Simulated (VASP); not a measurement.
Here is a VASP 6.6.1 calculation.

INCAR

```
SYSTEM = Ir
PREC = Accurate ; ENCUT = 520
EDIFF = 1E-6 ; ISMEAR = -1
SIGMA = 0.1 ; LREAL = .FALSE.
LASPH = .TRUE. ; NELM = 80
ALGO = Normal ; ISIF = 2
LWAVE = .FALSE. ; LCHARG = .FALSE.
NBANDS = 10
```

KPOINTS

```
regular mesh
0
G
  17 17 17
  0 0 0
```

Contents of POSCAR:

```
Ir
1.0
    0.0000000000      1.7543619080      1.7543619080
    1.7543619080      0.0000000000      1.7543619080
    1.7543619080      1.7543619080      0.0000000000
Ir
1
Direct
    0.0000000000      0.0000000000      0.0000000000
```

Potentials or basis: VASP PAW LDA potentials, release 64 (Ir).

The run is started by

```console
$ cat potpaw_LDA.64/Ir/POTCAR > POTCAR
$ mpirun -np 1 vasp_std > vasp.out
```

Problem. What does it give for the pressure?

Solution. 193.0 GPa.
